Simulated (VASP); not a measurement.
Set up this calculation in VASP 6.6.1, as the native input.

* Task: single point
* Functional: PBE
* Potentials or basis: VASP PAW PBE potentials, release 64 (Cs_sv, Al, F)
* Cutoff: 520 eV
* k mesh: 3 × 3 × 3
* Occupations: fermi-dirac, width 0.1 eV
* Spin: no spin polarisation
* Dipole correction: no
* Further INCAR settings: ALGO = Normal; EDIFF = 1e-06; NBANDS = 47

The structure of Cs3AlF6 lies in POSCAR:

```
Cs3AlF6
1.0
    5.8337300000      0.0476660000     -0.8878230000
   -0.6343520000      6.5355450000      0.0140140000
    0.2299710000     -0.9628680000      5.8551940000
Cs Al F
3 1 6
Direct
    0.8333093608      0.2224956862      0.0474136574
    0.3069865606      0.2283450205      0.5836666901
    0.5262420367      0.7216317555      0.2304881506
    0.1402399664      0.8471136993      0.8752023957
    0.6222853133      0.6769871361      0.6856544661
    0.0741735752      0.7978536776      0.3183117220
    0.4716565801      0.9329920529      0.8272053171
    0.7353464107      0.4181377488      0.4851268248
    0.8750699200      0.9950567083      0.5317956120
    0.0275735669      0.6224051811      0.0511465650
```

One way to write it, as run:

INCAR

```
PREC = Accurate ; ENCUT = 520
EDIFF = 1E-6 ; ISMEAR = -1
SIGMA = 0.1 ; LREAL = False
LASPH = True ; NELM = 100
ALGO = Normal ; ISIF = 2
LWAVE = False ; LCHARG = True
GGA = PE ; LELF = True
LVHAR = True ; NBANDS = 47
```

KPOINTS

```
regular mesh
0
Gamma
  3 3 3
```

Potentials or basis: VASP PAW PBE potentials, release 64 (Cs_sv, Al, F).

The run is started by

```sh
$ cat potpaw_PBE.64/Cs_sv/POTCAR potpaw_PBE.64/Al/POTCAR potpaw_PBE.64/F/POTCAR > POTCAR
$ mpirun -np 1 vasp_std > vasp.out
```

It gave:

| Property | Result |
| --- | --- |
| Pressure | 3.8 GPa |
| Largest force | 5.718 eV/Å |
| Band gap on the k mesh | zero (filled and empty bands touch) |

Caveat: the k points lie up to 0.36 Å⁻¹ apart; spin-orbit coupling is left out, which moves the levels of the heavy elements.

Run time: 2.1 min on 1 thread of Intel(R) Xeon(R) 6975P-C (Granite Rapids) (shared host), peak memory 0.38 GiB.
